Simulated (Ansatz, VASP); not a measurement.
TiC in VASP and in Ansatz

INCAR

```
SYSTEM = TiC
  ALGO = Normal
  EDIFF = 1E-7
  ENCUT = 520
  GGA = PS
  ISIF = 2
  ISMEAR = 0
  LASPH = .True.
  LCHARG = .False.
  LREAL = .False.
  LWAVE = .False.
  NBANDS = 15
  NELM = 100
  PREC = Accurate
  SIGMA = 0.15
```

Contents of KPOINTS:

```
k-points
0
Gamma
  18 18 18
  0 0 0
```

Contents of POSCAR:

```
TiC
1.0
    0.0000000000      2.1640000000      2.1640000000
    2.1640000000      0.0000000000      2.1640000000
    2.1640000000      2.1640000000      0.0000000000
Ti C
1 1
Direct
    0.0000000000      0.0000000000      0.0000000000
    0.4884473198      0.5115526802      0.4884473198
```

Input for Ansatz:

```yaml
crystal:
  lattice:
    - [0.0, 2.164, 2.164]
    - [2.164, 0.0, 2.164]
    - [2.164, 2.164, 0.0]
  atoms:
    - { symbol: Ti, position: [0.0, 0.0, 0.0] }
    - { symbol: C, position: [0.4884473198, 0.5115526802, 0.4884473198] }
basis:
  ecutwfc: 420
kpoints:
  mp_grid: { grid: [18, 18, 18] }
hamiltonian:
  xc: pbesol
scf:
  occupations: { method: gaussian, width: 0.15 }
output:
  forces: true
  stress: true
  eigenvalues: true
```

Change from the starting cell: all C atoms moved -0.050 Å, as atom 2 along Cartesian [0 1 0].

Alike in both runs: task single point; functional PBEsol; k mesh 18 × 18 × 18; occupations gaussian, width 0.15 eV; no spin polarisation.

```csv
,VASP,Ansatz
version,VASP 6.6.1,Ansatz 0.2.0
potentials or method,"VASP PAW PBE potentials, release 64 (Ti_sv, C), cutoff 520 eV","scalar-relativistic, plane waves, PAW"
valence electrons in the cell,16,16
```

```tsv
	VASP	Ansatz	Ansatz less VASP
gap on the k mesh at the Fermi level (eV)	none	none	-
pressure (GPa)	-5.6	-5.9	-0.24
traceless stress, the component that is largest in VASP (GPa)	0.45	0.45	-0.003
rms of the force components (eV/Å)	0.270	0.270	-0.0005
```

VASP's potentials were made for PBE, not for PBEsol. Atom by atom the forces differ by 0.000 eV/Å (rms over components). A gap of «none» marks a metal or a gap that the smearing closes. With one functional, cell and mesh, what is left measures potentials, basis and numerics.
